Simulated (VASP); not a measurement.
Be2SbP3: relaxation of cell and atoms with PBE

Crystal: Be2SbP3.

```
Be Sb P
1.0
     4.05868    0.00000    0.00000
    -2.02934    3.51492    0.00000
     0.00000    0.00000    7.40417
Be Sb P
2 1 3
Direct
  0.33333 0.66667 0.73393
  0.33333 0.66667 0.26670
  0.00000 0.00000 0.51436
  0.66667 0.33333 0.48229
  0.66667 0.33333 0.03429
  0.00000 0.00000 0.96844
```

The cell was generated, and may not be a known phase.

```
Program                : VASP 6.6.1
Task                   : relaxation of cell and atoms
Functional             : PBE
Potentials or basis    : VASP PAW PBE potentials, release 64 (Be, Sb, P)
Cutoff                 : 600 eV
k mesh                 : 6 × 6 × 4
Occupations            : gaussian, width 0.1 eV
Spin                   : no spin polarisation
Dipole correction      : no
Further INCAR settings : ALGO = Fast; EDIFF = 1e-07; IBRION = 2; EDIFFG = -0.04; NSW = 90; ISIF = 3
```

The relaxed volume is 15.33 Å³/atom and the relaxed cell is a = 3.514 Å, b = 3.514 Å, c = 8.600 Å, α = 90.00°, β = 90.00°, γ = 120.00°. The space group after relaxing (to 0.1 Å) is P3m1 (No. 156), the energy gained by relaxing is 886.3 meV/atom and the ionic steps are 86. The pressure after relaxing is 0.1 GPa. The largest force after relaxing is 0.030 eV/Å and the band gap on the k mesh is zero (bands 12 and 13 overlap by 1.68 eV).

Forces in eV/Å, atoms in the order of the input:
```
Be   0.000  0.000  0.004
Be   0.000  0.000 -0.030
Sb   0.000  0.000 -0.018
P    0.000  0.000  0.021
P    0.000  0.000  0.010
P    0.000  0.000  0.014
```

Stress tensor (GPa, compression positive):
```
0.15 0.00 0.00
0.00 0.15 0.00
0.00 0.00 0.04
```

Step by step:
```
step  energy change (eV)  largest force (eV/Å)  pressure (GPa)  volume (Å³)
   1              0.0000                1.1442            6.28       105.63
   4             -1.0388                0.9546           -3.60       108.86
   7             -1.5042                1.7862            5.38        93.55
  10             -1.6536                2.6359            9.78        90.04
  13             -2.1974                1.6667            2.48        97.19
  16             -2.3037                0.5158           -1.30        99.65
  19             -2.4015                0.5407            1.87        94.90
  22             -2.4406                0.4198            0.81        95.54
  25             -2.5027                0.7565           -1.04        97.50
  28             -2.5606                1.1624           -2.78       100.45
  31             -2.7206                1.0080           -0.88        99.66
  34             -2.8348                0.8552            2.18        96.38
  37             -3.0390                0.6551           -4.20       103.83
  40             -3.4355                1.1576           -1.00        98.47
  43             -3.5778                0.7877            1.67        94.98
  46             -3.7847                0.8562           -3.00        99.74
  49             -4.0203                0.9286           18.10        82.47
  52             -4.4697                1.4518            7.20        87.54
  55             -4.5887                1.0834            7.24        88.35
  58             -4.8349                0.7103           -1.39        97.28
  61             -5.0417                0.6548           -1.36        97.12
  64             -5.1626                0.5857           -0.01        94.43
  67             -5.2761                0.2607            0.46        90.96
  70             -5.2931                0.2142           -0.80        92.66
  73             -5.3034                0.1384           -0.62        92.83
  76             -5.3093                0.1126            0.32        91.77
  79             -5.3118                0.0806            0.47        91.54
  82             -5.3156                0.0821            0.00        91.90
  85             -5.3177                0.0443           -0.10        92.15
  86             -5.3180                0.0303            0.12        91.98
```

Final structure:
```
Be Sb P
1.0
     3.51416    0.00000    0.00000
    -1.75708    3.04335    0.00000
     0.00000    0.00000    8.60010
Be Sb P
2 1 3
Direct
  0.33333 0.66667 0.92153
  0.33333 0.66667 0.36088
  0.00000 0.00000 0.57412
  0.66667 0.33333 0.26938
  0.66667 0.33333 0.81044
  0.00000 0.00000 0.06367
```

Levels at points of the mesh, in eV from the Fermi level:
| k point | band 10 | band 11 | band 12 | band 13 | band 14 | band 15 |
| --- | --- | --- | --- | --- | --- | --- |
| (0.00, 0.00, 0.00) | 0.11 | 0.11 | 0.25 | 1.00 | 2.44 | 2.44 |
| (0.50, 0.00, 0.00) | -2.28 | -2.12 | -0.97 | -0.62 | 0.47 | 0.84 |
| (0.00, 0.00, 0.50) | -0.40 | 0.13 | 0.13 | 2.08 | 2.08 | 2.75 |
| (0.50, 0.00, 0.50) | -2.64 | -1.12 | -1.03 | 0.60 | 1.16 | 1.32 |

It took 31 min on 1 thread of Oxide Virtual Turin-like Processor, with other jobs on the host, peak memory 0.26 GiB.

Caveat: a cell axis changed by over 15 % at a fixed basis, so the end point is rough; spin-orbit coupling is left out, which moves the levels of the heavy elements.
